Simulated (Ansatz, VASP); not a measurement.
# Ge: VASP beside Ansatz

```
CELL_PARAMETERS angstrom
3.97692 0.00000 0.00000
-1.98846 3.44411 0.00000
0.00000 0.00000 25.16000
ATOMIC_POSITIONS crystal
Ge 0.33333 0.66667 0.27860
Ge 0.66667 0.33333 0.30487
```

Alike in both runs: functional PBEsol; dispersion D4; k mesh 12 × 12 × 1; occupations gaussian, width 0.03 eV; no spin polarisation.

Ansatz relaxed the structure, and its values are those at the end. VASP's run is a single point on that final structure, the one shown.

```csv
,VASP,Ansatz
version,VASP 6.6.1,Ansatz 0.2.0
potentials or method,"VASP PAW PBE potentials, release 64 (Ge_d), cutoff 410 eV","scalar-relativistic, plane waves, PAW"
valence electrons in the cell,28,28
```

Ansatz gave:

```
gap on the k mesh at the Fermi level (eV) : none
rms of the force components (eV/Å)        : 0.000
```

Question: Which values does VASP return?

Answer: gap on the k mesh at the Fermi level (eV): none; rms of the force components (eV/Å): 0.006.

VASP's potentials were made for PBE, not for PBEsol, and Ansatz warns of the same on its side. A gap of «none» marks a metal or a gap that the smearing closes. Ansatz's warnings: slab cell height set, structure snapped to symmetry.
